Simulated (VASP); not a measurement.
A run of VASP 6.6.1 is set up as follows.

Contents of INCAR:

```
SYSTEM = Yb
ALGO = Normal
EDIFF = 1E-7
ENCUT = 520
GGA = PE
ISIF = 2
ISMEAR = -1
LASPH = .TRUE.
LCHARG = .FALSE.
LREAL = .FALSE.
LWAVE = .FALSE.
NBANDS = 18
NELM = 80
PREC = Accurate
SIGMA = 0.05
```

KPOINTS

```
k-points
0
G
  13 13 13
  0 0 0
```

Contents of POSCAR:

```
Yb
1.0
   -2.0573864341      2.0573864341      2.0573864341
    2.0573864341     -2.0573864341      2.0573864341
    2.0573864341      2.0573864341     -2.0573864341
Yb
1
Direct
    0.0000000000      0.0000000000      0.0000000000
```

Potentials or basis: VASP PAW PBE potentials, release 64 (Yb).

The run is started by

```sh
$ cat potpaw_PBE.64/Yb/POTCAR > POTCAR
$ mpirun -np 1 vasp_std > vasp.out
```

Problem. Estimate the pressure.

Solution. -0.2 GPa.

Problem. What does it give for the band gap on the k mesh?

Solution. Zero (band 12 reaches 1.88 eV, above the bottom of band 13 at 1.39 eV).

Caveat: spin-orbit coupling is left out, which moves the levels of the heavy elements. Spin polarisation is off, so any magnetic state and its effect on volume and gap are missing.
